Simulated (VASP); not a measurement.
Cd3AgS4:

```
Cd Ag S
1.0
     5.34878    0.00000    0.00000
     0.00000    5.34878    0.00000
     0.00000    0.00000    5.34878
Cd Ag S
3 1 4
Direct
  0.50000 0.50000 0.00000
  0.50000 0.00000 0.50000
  0.00000 0.50000 0.50000
  0.00000 0.00000 0.00000
  0.50000 0.50000 0.50000
  0.00000 0.00000 0.50000
  0.00000 0.50000 0.00000
  0.50000 0.00000 0.00000
```

```yaml
Program: VASP 6.6.1
Task: relaxation of cell and atoms
Functional: PBE
Potentials_or_basis: VASP PAW PBE potentials, release 64 (Cd, Ag, S)
Cutoff: 600 eV
k_mesh: 4 × 4 × 4
Occupations: gaussian, width 0.1 eV
Spin: no spin polarisation
```

At the start: pressure 5.0 GPa; volume 19.13 Å³/atom.

Task: Where does the relaxation end?

Result: Over 3 steps the energy falls by 17.1 meV/atom and the volume is 20.29 Å³/atom (+6.1 %); space group Pm-3m (No. 221, to 0.1 Å) before and after.

The path:
```tsv
step	energy change (eV)	largest force (eV/Å)	pressure (GPa)	volume (Å³)
1	0.0000	0.0000	4.98	153.03
2	-0.1130	0.0000	-1.76	166.56
3	-0.1367	0.0000	0.01	162.33
```

Final structure:
```cif
data_structure
_symmetry_space_group_name_H-M 'P 1'
_symmetry_Int_Tables_number 1
_cell_length_a 5.4551
_cell_length_b 5.4551
_cell_length_c 5.4551
_cell_angle_alpha 90.000
_cell_angle_beta 90.000
_cell_angle_gamma 90.000
_cell_volume 162.33
loop_
_atom_site_label
_atom_site_type_symbol
_atom_site_fract_x
_atom_site_fract_y
_atom_site_fract_z
_atom_site_occupancy
Cd1 Cd 0.50000 0.50000 0.00000 1
Cd2 Cd 0.50000 0.00000 0.50000 1
Cd3 Cd 0.00000 0.50000 0.50000 1
Ag1 Ag 0.00000 0.00000 0.00000 1
S1 S 0.50000 0.50000 0.50000 1
S2 S 0.00000 0.00000 0.50000 1
S3 S 0.00000 0.50000 0.00000 1
S4 S 0.50000 0.00000 0.00000 1
```
